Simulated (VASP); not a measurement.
# NaF (Fm-3m) in VASP: notebook

NaF is run at these levels: LDA; tasks: single point, relaxation of cell and atoms.

All numbers are computed with VASP 6.6.1; they aren't measurements. Logs are shortened: lines on timing, memory, paths and dates and some standing lists are left out, and cuts for length are marked.

## (1) The cell of the first run

It takes space group Fm-3m (No. 225, cubic). Conventional cell: a = 4.457 Å, b = 4.457 Å, c = 4.457 Å, α = 90.00°, β = 90.00°, γ = 90.00°. Within 2.9 Å of Na (site symmetry m-3m) lie 6 F at 2.23 Å. Within 2.9 Å of F (site symmetry m-3m) lie 6 Na at 2.23 Å.

## (2) Single point, LDA

INCAR

```
PREC     = Accurate       # precision mode
ENCUT    = 520            # plane-wave cutoff, eV
EDIFF    = 1E-6           # SCF threshold, eV
ISMEAR   = 0              # smearing method
SIGMA    = 0.01           # smearing width, eV
LREAL    = F              # projectors in reciprocal space
LASPH    = T              # aspherical terms in the spheres
NELM     = 60             # most SCF steps
ALGO     = Normal         # electronic algorithm
ISIF     = 2              # what is computed and relaxed
LWAVE    = F              # write WAVECAR
LCHARG   = F              # write CHGCAR
GGA      = CA             # functional
NBANDS   = 14             # bands
```

KPOINTS

```
Automatic mesh
0
Gamma
  10 10 10
```

POSCAR

```
NaF
1.0
    0.0000000000      2.2286587461      2.2286587461
    2.2286587461      0.0000000000      2.2286587461
    2.2286587461      2.2286587461      0.0000000000
Na F
1 1
Direct
    0.0000000000      0.0000000000      0.0000000000
    0.5000000000      0.5000000000      0.5000000000
```

Potentials or basis: VASP PAW LDA potentials, release 64 (Na_pv, F).

On the command line:

```bash
$ cat potpaw_LDA.64/Na_pv/POTCAR potpaw_LDA.64/F/POTCAR > POTCAR
$ mpirun -np 1 vasp_std > vasp.out
```

OUTCAR:

```text
PREC = Accurate
   ENCUT = 520
   EDIFF = 1E-6
   ISMEAR = 0
   LREAL = F
   LASPH = T
   NELM = 60
   ISIF = 2
   GGA = CA

 ion  position               nearest neighbor table
   1  0.000  0.000  0.000-   2 2.23   2 2.23   2 2.23   2 2.23   2 2.23   2 2.23
   2  0.500  0.500  0.500-   1 2.23   1 2.23   1 2.23   1 2.23   1 2.23   1 2.23

  LATTYP: Found a face centered cubic cell.
 ALAT       =     4.4573174922

  Lattice vectors:

 A1 = (   0.0000000000,   2.2286587461,   2.2286587461)
 A2 = (   2.2286587461,   0.0000000000,   2.2286587461)
 A3 = (   2.2286587461,   2.2286587461,   0.0000000000)

Analysis of symmetry for initial positions (statically):
=====================================================================
 Subroutine PRICEL returns:
 Original cell was already a primitive cell.

 Routine SETGRP: Setting up the symmetry group for a
 face centered cubic supercell.

 Subroutine GETGRP returns: Found 48 space group operations
 (whereof 48 operations were pure point group operations)
 out of a pool of 48 trial point group operations.

The static configuration has the point symmetry O_h .

Analysis of symmetry for dynamics (positions and initial velocities):
=====================================================================
 Subroutine PRICEL returns:
 Original cell was already a primitive cell.

 Routine SETGRP: Setting up the symmetry group for a
 face centered cubic supercell.

 Subroutine GETGRP returns: Found 48 space group operations
 (whereof 48 operations were pure point group operations)
 out of a pool of 48 trial point group operations.

The dynamic configuration has the point symmetry O_h .

 Subroutine INISYM returns: Found 48 space group operations
 (whereof 48 operations are pure point group operations),
 and found     1 'primitive' translations

----------------------------------------------------------------------------------------

                                     Primitive cell

  volume of cell :      22.1391

  direct lattice vectors                    reciprocal lattice vectors
     0.000000000  2.228658746  2.228658746    -0.224350184  0.224350184  0.224350184
     2.228658746  0.000000000  2.228658746     0.224350184 -0.224350184  0.224350184
     2.228658746  2.228658746  0.000000000     0.224350184  0.224350184 -0.224350184

  length of vectors
     3.151799425  3.151799425  3.151799425     0.388585918  0.388585918  0.388585918

  position of ions in fractional coordinates (direct lattice)
     0.000000000  0.000000000  0.000000000
     0.500000000  0.500000000  0.500000000

[... 75 lines left out ...]
   NELM   =     60;   NELMIN=  2; NELMDL= -5     # of ELM steps
   EDIFF  = 0.1E-05   stopping-criterion for ELM
   LREAL  =      F    real-space projection
[... 7 lines left out ...]
   TEBEG  =    0.0;   TEEND  =   0.0 temperature during run
   PSTRESS=    0.0 pullay stress
   NELECT =      14.0000    total number of electrons
   NUPDOWN=      -1.0000    fix difference up-down
   EMIN   =  10.00;   EMAX   =-10.00  energy-range for DOS
   EFERMI =   0.00;   METHOD = LEGACY
   ISMEAR =     0;   SIGMA  =   0.01  broadening in eV -4-tet -1-fermi 0-gaus
   EFERMI_NEDOS =   21; number of points for ismear=-14 and -15
   IALGO  =     38    algorithm
   IMIX   =      4    mixing-type and parameters
     AMIX     =   0.40;   BMIX     =  1.00
     AMIX_MAG =   1.60;   BMIX_MAG =  1.00
  volume/ion in A,a.u.               =      11.07        74.70
  Fermi-wavevector in a.u.,A,eV,Ry     =   1.405176  2.655397 26.864955  1.974518
  Thomas-Fermi vector in A             =   2.527663
   LORBIT       =      0    0 simple, 1 ext, 2 COOP (PROOUT), +10 PAW based schemes
   GGA     = CA    functional components
   LHFCALC =     F    Hartree Fock is set to
   AEXX    =    0.0000 exact exchange contribution
   IVDW    =     0    specifies the selected vdW correction
   LEPSILON=     F    determine dielectric tensor
   LRPA    =     F    only Hartree local field effects (RPA)
 non-spin polarized calculation
 Gauss-broadening in eV      SIGMA  =   0.01
  energy-cutoff  :      520.00
  volume of cell :       22.14
 maximum number of plane-waves:       610
   NGX = 11   NGY = 11   NGZ = 11

 number of electron      14.0000014 magnetization

 Free energy of the ion-electron system (eV)
  ---------------------------------------------------
  ext. energy  EPLUGINS =         0.00000000
  ---------------------------------------------------
  free energy    TOTEN  =        -9.32722214 eV

  energy without entropy =       -9.32722214  energy(sigma->0) =       -9.32722214

 E-fermi :  -1.7647     XC(G=0): -10.5429

 val. band max:       -1.9564656126   @ k =   0.0000   0.0000   0.0000
 cond. band min:       4.6622715149   @ k =   0.0000   0.0000   0.0000
 fundamental gap:      6.6187371275
 Fermi energy:        -1.7646610577

 k-point     1 :       0.0000    0.0000    0.0000
  band No.  band energies     occupation
      1     -20.9430      2.00000
      2     -20.3982      2.00000
      3     -20.3982      2.00000
      4     -20.3982      2.00000
      5      -1.9565      2.00000
      6      -1.9565      2.00000
      7      -1.9565      2.00000
      8       4.6623      0.00000
      9      17.3820      0.00000
     10      17.3820      0.00000
     11      17.3820      0.00000
     12      20.4473      0.00000
     13      22.8115      0.00000
     14      22.8115      0.00000
[... 377 lines left out ...]
      1     -21.1777      2.00000
      2     -20.4740      2.00000
      3     -20.4610      2.00000
      4     -19.9904      2.00000
      5      -3.3773      2.00000
      6      -2.4172      2.00000
      7      -2.3479      2.00000
      8       9.1924      0.00000
      9      11.8962      0.00000
     10      15.6034      0.00000
     11      18.6086      0.00000
     12      18.6590      0.00000
     13      25.0895      0.00000
     14      25.7097      0.00000

 [... further k-points ...]
[... 5 lines left out ...]
  --------------------------------------------------------------------------------------
  -------------------------------------------------------------------------------------
  Total        0.2787941      0.2787941      0.2787941      0.0000000     -0.0000000      0.0000000
  in kB       20.1759268     20.1759268     20.1759268      0.0000000     -0.0000000      0.0000000
  external PRESSURE =      20.1759268 kB  Pullay stress =       0.0000000 kB

 VOLUME and BASIS-vectors are now :
 -----------------------------------------------------------------------------
  energy-cutoff  :      520.00
  volume of cell :       22.14
      direct lattice vectors                 reciprocal lattice vectors
     0.000000000  2.228658746  2.228658746    -0.224350184  0.224350184  0.224350184
     2.228658746  0.000000000  2.228658746     0.224350184 -0.224350184  0.224350184
     2.228658746  2.228658746  0.000000000     0.224350184  0.224350184 -0.224350184

 POSITION                                       TOTAL-FORCE (eV/Angst)
 -----------------------------------------------------------------------------------
      0.00000      0.00000      0.00000         0.000000      0.000000      0.000000
      2.22866      2.22866      2.22866        -0.000000     -0.000000     -0.000000
 -----------------------------------------------------------------------------------
    total drift:                                0.000000     -0.000000      0.000000

  FREE ENERGIE OF THE ION-ELECTRON SYSTEM (eV)
  ---------------------------------------------------
  free  energy   TOTEN  =        -9.3272221416 eV

  energy  without entropy=       -9.3272221416  energy(sigma->0) =       -9.32722214
```

OSZICAR:

```text
N       E                     dE             d eps       ncg     rms          rms(c)
DAV:   1     0.105161003789E+03    0.10516E+03   -0.78483E+03  1350   0.125E+03
DAV:   2    -0.521589300150E+01   -0.11038E+03   -0.10237E+03  1424   0.340E+02
DAV:   3    -0.101337626041E+02   -0.49179E+01   -0.49106E+01  1682   0.660E+01
DAV:   4    -0.101680641746E+02   -0.34302E-01   -0.34300E-01  1406   0.585E+00
DAV:   5    -0.101683505613E+02   -0.28639E-03   -0.28639E-03  1682   0.535E-01    0.511E+00
DAV:   6    -0.936886089129E+01    0.79949E+00   -0.26505E+00  1552   0.158E+01    0.171E+00
DAV:   7    -0.934211548822E+01    0.26745E-01   -0.33707E-02  1376   0.199E+00    0.966E-01
DAV:   8    -0.932725936414E+01    0.14856E-01   -0.19523E-02  1466   0.280E+00    0.137E-01
DAV:   9    -0.932730094528E+01   -0.41581E-04   -0.21394E-03  1616   0.429E-01    0.885E-02
DAV:  10    -0.932722220181E+01    0.78743E-04   -0.34817E-04  1496   0.225E-01    0.113E-02
DAV:  11    -0.932722224724E+01   -0.45432E-07   -0.19265E-05  1532   0.614E-02    0.315E-03
DAV:  12    -0.932722214164E+01    0.10560E-06   -0.35018E-07   892   0.771E-03
   1 F= -.93272221E+01 E0= -.93272221E+01  d E =-.285629-164
```

Wall time 13 s (1 thread of Oxide Virtual Turin-like, shared host); peak memory 0.09 GiB.

What came out:

```yaml
Free_energy: -9.3272 eV
Pressure: 2.0 GPa
Band_gap_on_the_k_mesh: 6.62 eV
```

A k mesh can miss the band edges.

## (3) Relaxation of cell and atoms, LDA, target pressure 2 GPa, at which the enthalpy is minimised

This run uses another cell than the first one, of 11.42 Å³/atom.

INCAR

```
PREC     = Accurate       # precision mode
ENCUT    = 600            # plane-wave cutoff, eV
EDIFF    = 1E-7           # SCF threshold, eV
ISMEAR   = 0              # smearing method
SIGMA    = 0.01           # smearing width, eV
LREAL    = F              # projectors in reciprocal space
LASPH    = T              # aspherical terms in the spheres
NELM     = 60             # most SCF steps
ALGO     = Normal         # electronic algorithm
ISIF     = 3              # what is computed and relaxed
LWAVE    = F              # write WAVECAR
LCHARG   = F              # write CHGCAR
IBRION   = 2              # ionic algorithm
NSW      = 100            # ionic steps
EDIFFG   = -0.002         # ionic threshold
PSTRESS  = 20.0
```

KPOINTS

```
regular mesh
0
Gamma
  10 10 10
```

POSCAR

```
NaF
1.0
    0.0000000000      2.2517789485      2.2517789485
    2.2517789485      0.0000000000      2.2517789485
    2.2517789485      2.2517789485      0.0000000000
Na F
1 1
Direct
    0.0000000000      0.0000000000      0.0000000000
    0.5000000000      0.5000000000      0.5000000000
```

Potentials or basis: VASP PAW LDA potentials, release 64 (Na_pv, F).

On the command line:

```bash
$ cat potpaw_LDA.64/Na_pv/POTCAR potpaw_LDA.64/F/POTCAR > POTCAR
$ mpirun -np 1 vasp_std > vasp.out
```

OUTCAR:

```text
PREC = Accurate
   ENCUT = 600
   EDIFF = 1E-7
   ISMEAR = 0
   LREAL = F
   LASPH = T
   NELM = 60
   ISIF = 3
   IBRION = 2
   NSW = 100
   EDIFFG = -0.002
   PSTRESS = 20.0

 ion  position               nearest neighbor table
   1  0.000  0.000  0.000-   2 2.25   2 2.25   2 2.25   2 2.25   2 2.25   2 2.25
   2  0.500  0.500  0.500-   1 2.25   1 2.25   1 2.25   1 2.25   1 2.25   1 2.25

  LATTYP: Found a face centered cubic cell.
 ALAT       =     4.5035578970

  Lattice vectors:

 A1 = (   0.0000000000,   2.2517789485,   2.2517789485)
 A2 = (   2.2517789485,   0.0000000000,   2.2517789485)
 A3 = (   2.2517789485,   2.2517789485,   0.0000000000)

Analysis of symmetry for initial positions (statically):
[... 259 lines left out ...]
  energy without entropy =       -9.33027297  energy(sigma->0) =       -9.33027297

 E-fermi :  -1.9039     XC(G=0): -10.5566

 val. band max:       -1.9458374594   @ k =   0.0000   0.0000   0.0000
 cond. band min:       4.6923071595   @ k =   0.0000   0.0000   0.0000
 fundamental gap:      6.6381446189
 Fermi energy:        -1.9038963532

 k-point     1 :       0.0000    0.0000    0.0000
  band No.  band energies     occupation
      1     -20.9370      2.00000
      2     -20.3779      2.00000
      3     -20.3779      2.00000
      4     -20.3779      2.00000
      5      -1.9458      2.00000
      6      -1.9458      2.00000
      7      -1.9458      2.00000
      8       4.6923      0.00000
      9      17.4150      0.00000
     10      17.4150      0.00000
     11      17.4150      0.00000
[... 309 lines left out ...]
 k-point    24 :       0.4000    0.3000    0.0000
  band No.  band energies     occupation
      1     -21.1683      2.00000
      2     -20.4544      2.00000
      3     -20.4412      2.00000
      4     -19.9732      2.00000
      5      -3.3709      2.00000
      6      -2.4080      2.00000
      7      -2.3386      2.00000
      8       9.2276      0.00000
      9      11.9207      0.00000
     10      15.6464      0.00000
     11      18.6539      0.00000

 [... further k-points ...]
[... 5 lines left out ...]
  --------------------------------------------------------------------------------------
  -------------------------------------------------------------------------------------
  Total        0.2793276      0.2793276      0.2793276      0.0000000      0.0000000     -0.0000000
  in kB       20.2691786     20.2691786     20.2691786      0.0000000      0.0000000     -0.0000000
  external PRESSURE =       0.2691786 kB  Pullay stress =      20.0000000 kB
[... 21 lines left out ...]
  energy  without entropy=       -9.3302729690  energy(sigma->0) =       -9.33027297

  enthalpy is  TOTEN    =        -9.0546548973 eV   P V=        0.2756180717

 reached required accuracy - stopping structural energy minimisation
```

OSZICAR:

```text
N       E                     dE             d eps       ncg     rms          rms(c)
DAV:   1     0.118587030721E+03    0.11859E+03   -0.88509E+03  1037   0.171E+03
DAV:   2    -0.352925073476E+01   -0.12212E+03   -0.11244E+03  1079   0.391E+02
DAV:   3    -0.101122446970E+02   -0.65830E+01   -0.65620E+01  1190   0.922E+01
[... 25 lines left out ...]
DAV:   4    -0.933029495922E+01    0.45708E-03   -0.29840E-04  1163   0.659E-01    0.208E-02
DAV:   5    -0.933027614187E+01    0.18817E-04   -0.49804E-05  1188   0.128E-01    0.464E-03
DAV:   6    -0.933027328623E+01    0.28556E-05   -0.52428E-06  1196   0.434E-02    0.250E-03
DAV:   7    -0.933027303447E+01    0.25176E-06   -0.36295E-07   941   0.826E-03    0.846E-04
DAV:   8    -0.933027296900E+01    0.65472E-07   -0.49559E-08   529   0.535E-03
   3 F= -.90546549E+01 E0= -.90546549E+01  d E =-.521722E-02
```

CONTCAR:

```text
NaF
   1.00000000000000
    -0.0000000000000000    2.2266541185221946    2.2266541185221946
     2.2266541185221946   -0.0000000000000000    2.2266541185221946
     2.2266541185221946    2.2266541185221946    0.0000000000000000
  Na              F
     1     1
Direct
     0.0000000000000000    0.0000000000000000    0.0000000000000000
     0.5000000000000000    0.5000000000000000    0.5000000000000000

  0.00000000E+00  0.00000000E+00  0.00000000E+00
  0.00000000E+00  0.00000000E+00  0.00000000E+00
```

Run time: 36 s. Hardware: 1 thread of Oxide Virtual Turin-like, shared host; peak memory 0.11 GiB.

What came out:

```yaml
Free_energy: -9.3303 eV
Relaxed_volume: 11.04 Å³/atom
Relaxed_cell: a = 3.149 Å, b = 3.149 Å, c = 3.149 Å, α = 60.00°, β = 60.00°, γ = 60.00°
Space_group_after_relaxing_to_0.1_Å: Fm-3m (No. 225)
Energy_change_on_relaxing_the_run_minimises_the_enthalpy: +2.1 meV/atom
Ionic_steps: 3
Pressure_after_relaxing: 2.0 GPa
Band_gap_on_the_k_mesh: 6.64 eV
```

The path:
| step | energy change (eV) | largest force (eV/Å) | pressure (GPa) | volume (Å³) |
| --- | --- | --- | --- | --- |
| 1 | 0.0000 | 0.0000 | -0.19 | 22.84 |
| 2 | 0.0017 | 0.0000 | 1.27 | 22.32 |
| 3 | 0.0042 | 0.0000 | 2.03 | 22.08 |

Final structure:
```
Na F
1.0
     0.00000    2.22665    2.22665
     2.22665    0.00000    2.22665
     2.22665    2.22665    0.00000
Na F
1 1
Direct
  0.00000 0.00000 0.00000
  0.50000 0.50000 0.50000
```

Caveat: the cell is relaxed towards a set pressure, so the run minimises the enthalpy, not the energy. LDA usually gives volumes a few per cent too small.
